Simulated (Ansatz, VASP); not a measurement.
**CdSe in VASP and in Ansatz**

File INCAR:

```
SYSTEM = CdSe
PREC     = Accurate       ! precision mode
ENCUT    = 500            ! plane-wave cutoff, eV
EDIFF    = 1E-6           ! SCF threshold, eV
ISMEAR   = 0              ! smearing method
SIGMA    = 0.01           ! smearing width, eV
LREAL    = .False.        ! projectors in reciprocal space
LASPH    = .True.         ! aspherical terms in the spheres
NELM     = 120            ! most SCF steps
ALGO     = Normal         ! electronic algorithm
ISIF     = 2              ! what is computed and relaxed
LWAVE    = .False.        ! write WAVECAR
LCHARG   = .False.        ! write CHGCAR
NBANDS   = 16             ! bands
GGA_COMPAT= .False.
```

The input KPOINTS:

```
Automatic mesh
0
Gamma
  10 10 10
  0 0 0
```

The input POSCAR:

```
CdSe
1.0
    0.0000000000      3.0039001446      3.0039001446
    3.0039001446      0.0000000000      3.0039001446
    3.0039001446      3.0039001446      0.0000000000
Cd Se
1 1
Direct
    0.0000000000      0.0000000000      0.0000000000
    0.7500000000      0.7500000000      0.7500000000
```

Input for Ansatz:

```yaml
crystal:
  lattice:
    - [0.0, 3.0039001446, 3.0039001446]
    - [3.0039001446, 0.0, 3.0039001446]
    - [3.0039001446, 3.0039001446, 0.0]
  atoms:
    - { symbol: Cd, position: [0.0, 0.0, 0.0] }
    - { symbol: Se, position: [0.75, 0.75, 0.75] }
basis:
  ecutwfc: 420
kpoints:
  mp_grid: { grid: [10, 10, 10] }
hamiltonian:
  xc: lda
  pseudopotentials: { kind: paw }
scf:
  occupations: { method: gaussian, width: 0.01 }
  n_extra_bands: 12
output:
  forces: false
  stress: false
  eigenvalues: true
  optics: { e_range: [0, 14], sigma: 0.1, nscf_kmesh: { grid: [15, 15, 15] } }
checkpoint:
  read: start.run
  write: ck
  compress: false
  write_wavefunctions: false
  write_every: 100000
```

Alike in both runs: task single point; functional LDA; k mesh 10 × 10 × 10; occupations gaussian, width 0.01 eV; no spin polarisation.

```csv
,VASP,Ansatz
version,VASP 6.6.1,Ansatz 0.2.0
potentials or method,"VASP PAW LDA potentials, release 64 (Cd, Se), cutoff 500 eV","scalar-relativistic, plane waves, PAW"
valence electrons in the cell,18,36
```

|  | VASP | Ansatz | Ansatz less VASP |
| --- | --- | --- | --- |
| gap on the k mesh at the Fermi level (eV) | 0.44 | 0.40 | -0.034 |
| least direct gap on the mesh (eV) | 0.44 | 0.40 | -0.034 |

LDA's correlation is that of Perdew and Zunger in VASP and of Perdew and Wang (1992) in Ansatz. VASP's potentials hold 18 valence electrons a cell and Ansatz's 36, so a difference there can come from the potentials and not from the codes.
